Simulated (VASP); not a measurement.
Crystal: Ge.

```
CELL_PARAMETERS angstrom
0.00000 2.32519 2.32519
2.32519 0.00000 2.32519
2.32519 2.32519 0.00000
ATOMIC_POSITIONS crystal
Ge 0.87500 0.87500 0.87500
Ge 0.12500 0.12500 0.12500
```

This cell differs from its parent crystal: volume scaled by 0.55.

Base run:

```yaml
Program: VASP 6.6.1
Functional: PBEsol
Potentials_or_basis: VASP PAW PBE potentials, release 64 (Ge_d)
Cutoff: 520 eV
k_mesh: 13 × 13 × 13
Occupations: fermi-dirac, width 0.05 eV
Spin: no spin polarisation
```

Its results: band gap on the k mesh zero (band 14 reaches 12.90 eV, above the bottom of band 15 at 11.98 eV); pressure 157.1 GPa.

The run is repeated on the same cell with these changes: further incar settings from ALGO = Normal; EDIFF = 1e-07; NBANDS = 21 to ALGO = Normal; EDIFF = 1e-06; NBANDS = 21. What comes out?

Band gap on the k mesh zero (band 14 reaches 12.91 eV, above the bottom of band 15 at 11.98 eV); pressure 156.7 GPa.

Caveats: the PAW data sets were made with another functional, which shifts forces and pressure a little.
